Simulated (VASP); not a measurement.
Wanted: the native input for a VASP 6.6.1 run.

```
Task                   : single point
Functional             : PBE
Potentials or basis    : VASP PAW PBE potentials, release 64 (Ca_sv, F, C)
Cutoff                 : 520 eV
k mesh                 : 2 × 2 × 1
Occupations            : fermi-dirac, width 0.02 eV
Spin                   : no spin polarisation
Dipole correction      : no
Further INCAR settings : LREAL = Auto; ALGO = Normal; EDIFF = 1e-06; NBANDS = 70
```

The structure of Ca4CF10 lies in POSCAR:

```
Ca4CF10
1.0
    5.4066000000      0.0000000000      0.0000000000
    0.0000000000      5.4066000000      0.0000000000
    0.0000000000      0.0000000000     16.0549500000
Ca F C
4 10 1
Direct
    0.0000000000      0.0000000000      0.0622860900
    0.0348022074      0.4513594108      0.2516156814
    0.5124156270      0.0134156688      0.2288860382
    0.5000000000      0.5000000000      0.0622860900
    0.2320305132      0.7424900777      0.1783292117
    0.2625474327      0.2346624167      0.1319037190
    0.7420335644      0.2423956576     -0.0055868951
    0.2336663144      0.7346502894     -0.0016844426
    0.7208389821      0.7822068129      0.1291626346
    0.7615113781      0.2851916108      0.1627435096
    0.9015073678      0.0379255760      0.3014648275
    0.6058884315      0.8017399171      0.3669354696
    0.3789517037      0.3219649788      0.3013021951
   -0.0457713992     -0.1539308093      0.4298494625
   -0.1385707675     -0.2246084949      0.3575108327
```

These files were run (other wordings do the same):

INCAR

```
PREC = Accurate
ENCUT = 520
EDIFF = 1E-6
ISMEAR = -1
SIGMA = 0.02
LREAL = Auto
LASPH = T
NELM = 60
ALGO = Normal
ISIF = 2
LWAVE = F
LCHARG = F
GGA = PE
NBANDS = 70
```

KPOINTS

```
regular mesh
0
Gamma
  2 2 1
```

Potentials or basis: VASP PAW PBE potentials, release 64 (Ca_sv, F, C).

The run is started by

```bash
$ cat potpaw_PBE.64/Ca_sv/POTCAR potpaw_PBE.64/F/POTCAR potpaw_PBE.64/C/POTCAR > POTCAR
$ mpirun -np 1 vasp_std > vasp.out
```

It gave:

- Largest force: 0.437 eV/Å
- Band gap on the k mesh: 5.02 eV, indirect (least direct gap 5.08 eV)

Caveat: the k points lie up to 0.58 Å⁻¹ apart.

It took 5.8 min on 1 thread of Oxide Virtual Turin-like Processor (shared host), peak memory 0.42 GiB.
